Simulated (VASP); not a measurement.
Write the native input for VASP 6.6.1 that does the following.

```yaml
Task: single point
Functional: PBEsol
Potentials_or_basis: VASP PAW PBE potentials, release 64 (In_d, Se)
Cutoff: 520 eV
k_mesh: 6 × 6 × 2, shifted
Occupations: gaussian, width 0.1 eV
Spin: no spin polarisation
Dipole_correction: no
Further_INCAR_settings: ALGO = Normal; EDIFF = 1e-06; NBANDS = 34
```

The structure of InSe2 lies in POSCAR:

```
InSe2
1.0
    3.8948930000      0.0000000000      0.0000000000
    0.0000000000      3.8948930000      0.0000000000
    0.0000000000      0.0000000000      9.6262310000
In Se
2 4
Direct
    0.0000000000      0.5000000000      0.7064680000
    0.5000000000      0.0000000000      0.2935320000
    0.0000000000      0.5000000000      0.3662120000
    0.5000000000      0.0000000000      0.6337880000
    0.0000000000      0.0000000000      0.0000000000
    0.5000000000      0.5000000000      0.0000000000
```

One way to write it, as run:

INCAR

```
SYSTEM = InSe2
PREC = Accurate
ENCUT = 520
EDIFF = 1E-6
ISMEAR = 0
SIGMA = 0.1
LREAL = .False.
LASPH = .True.
NELM = 100
ALGO = Normal
ISIF = 2
LWAVE = .False.
LCHARG = .False.
GGA = PS
NBANDS = 34
```

KPOINTS

```
Automatic mesh
0
Gamma
  6 6 2
  0.5 0.5 0.5
```

Potentials or basis: VASP PAW PBE potentials, release 64 (In_d, Se).

Launch:

```sh
$ cat potpaw_PBE.64/In_d/POTCAR potpaw_PBE.64/Se/POTCAR > POTCAR
$ mpirun -np 1 vasp_std > vasp.out
```

Results of the run:

```
Pressure               : -3.2 GPa
Largest force          : 0.143 eV/Å
Band gap on the k mesh : zero (bands 25 and 26 overlap by 1.12 eV)
```

Caveat: the cell stands under tension; the PAW data sets were made with another functional, which shifts forces and pressure a little; spin-orbit coupling is left out, which moves the levels of the heavy elements.

Run time: 20 s on 1 thread of Intel(R) Xeon(R) 6975P-C (Granite Rapids), with other jobs on the host, peak memory 0.24 GiB.
